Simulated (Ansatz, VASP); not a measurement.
One calculation of SiO2, two programs

Contents of INCAR:

```
ALGO = Normal
EDIFF = 1E-6
ENCUT = 520
GGA = PE
ISIF = 2
ISMEAR = 0
LASPH = T
LCHARG = T
LELF = T
LREAL = F
LVHAR = T
LWAVE = F
NBANDS = 25
NELM = 100
PREC = Accurate
SIGMA = 0.05
```

File KPOINTS:

```
k-points
0
Gamma
  6 6 10
```

Contents of POSCAR:

```
SiO2
1.0
    3.8781025902      0.0000000000      0.0000000000
    0.0000000000      3.8781025902      0.0000000000
    0.0000000000      0.0000000000      2.6956691105
Si O
2 4
Direct
    0.5000000000      0.5000000000      0.5000000000
    0.0000000000      0.0000000000      0.0000000000
    0.6930127928      0.6930127928      0.0000000000
    0.1930127928      0.8069872072      0.5000000000
    0.3069872072      0.3069872072      0.0000000000
    0.8069872072      0.1930127928      0.5000000000
```

Input for Ansatz:

```yaml
crystal:
  lattice:
    - [3.8781025902, 0.0, 0.0]
    - [0.0, 3.8781025902, 0.0]
    - [0.0, 0.0, 2.6956691105]
  atoms:
    - { symbol: Si, position: [0.5, 0.5, 0.5] }
    - { symbol: Si, position: [0.0, 0.0, 0.0] }
    - { symbol: O, position: [0.6930127928, 0.6930127928, 0.0] }
    - { symbol: O, position: [0.1930127928, 0.8069872072, 0.5] }
    - { symbol: O, position: [0.3069872072, 0.3069872072, 0.0] }
    - { symbol: O, position: [0.8069872072, 0.1930127928, 0.5] }
basis:
  ecutwfc: 520.0
kpoints:
  mp_grid: { grid: [6, 6, 10] }
hamiltonian:
  xc: pbe
  pseudopotentials: { kind: paw, azcp: { folder: soft_1 } }
scf:
  occupations: { method: gaussian, width: 0.05 }
output:
  forces: true
  stress: true
  eigenvalues: true
```

Alike in both runs: task single point; functional PBE; k mesh 6 × 6 × 10; occupations gaussian, width 0.05 eV; no spin polarisation.

```csv
,VASP,Ansatz
version,VASP 6.6.1,Ansatz 0.2.0
potentials or method,"VASP PAW PBE potentials, release 64 (Si, O), cutoff 520 eV","scalar-relativistic, plane waves, PAW"
valence electrons in the cell,32,32
```

|  | VASP | Ansatz | Ansatz less VASP |
| --- | --- | --- | --- |
| gap on the k mesh at the Fermi level (eV) | 5.95 | 6.00 | +0.048 |
| least direct gap on the mesh (eV) | 5.95 | 6.00 | +0.048 |
| rms of the force components (eV/Å) | 0.640 | 0.641 | +0.0010 |

Atom by atom the forces differ by 0.001 eV/Å (rms over components). With one functional, cell and mesh, what is left measures potentials, basis and numerics.
